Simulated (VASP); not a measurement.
Input of a VASP 6.6.1 run:

Contents of INCAR:

```
SYSTEM = HfMg3Cu
ALGO = Normal
EDIFF = 1E-6
EDIFFG = -0.04
ENCUT = 600
GGA = PE
IBRION = 2
ISIF = 3
ISMEAR = 0
LASPH = .True.
LCHARG = .False.
LREAL = .False.
LWAVE = .False.
NELM = 80
NSW = 90
PREC = Accurate
SIGMA = 0.1
```

The input KPOINTS:

```
k-points
0
Gamma
  4 4 4
  0 0 0
```

Contents of POSCAR:

```
HfMg3Cu
1.0
    4.2395376900      0.0000000000      0.0000000000
    0.0000000000      4.2395376900      0.0000000000
    0.0000000000      0.0000000000      5.3804376000
Mg Hf Cu
3 1 1
Direct
    0.5000000000      0.5000000000      0.5000000000
    0.0000000000      0.0000000000      0.3169378900
    0.0000000000      0.0000000000      0.6830621100
    0.5000000000      0.5000000000      0.0000000000
    0.0000000000      0.0000000000      0.0000000000
```

Potentials or basis: VASP PAW PBE potentials, release 64 (Mg, Hf_pv, Cu).

Command:

```bash
$ cat potpaw_PBE.64/Mg/POTCAR potpaw_PBE.64/Hf_pv/POTCAR potpaw_PBE.64/Cu/POTCAR > POTCAR
$ mpirun -np 1 vasp_std > vasp.out
```

**Question.** What does it give for the band gap on the k mesh?

**Answer.** Zero (an odd number of electrons rules out a gap without spin polarisation).

**Question.** What does it give for the relaxed volume?

**Answer.** 22.11 Å³/atom.

Stress tensor (GPa, compression positive):
```
-0.01  0.00  0.00
 0.00 -0.01  0.00
 0.00  0.00  0.07
```

Caveat: the k points lie up to 0.43 Å⁻¹ apart in the final cell, too coarse for converged energies and pressures of a metal; a cell axis changed by over 15 % at a fixed basis, so the end point is rough; spin-orbit coupling is left out, which moves the levels of the heavy elements.
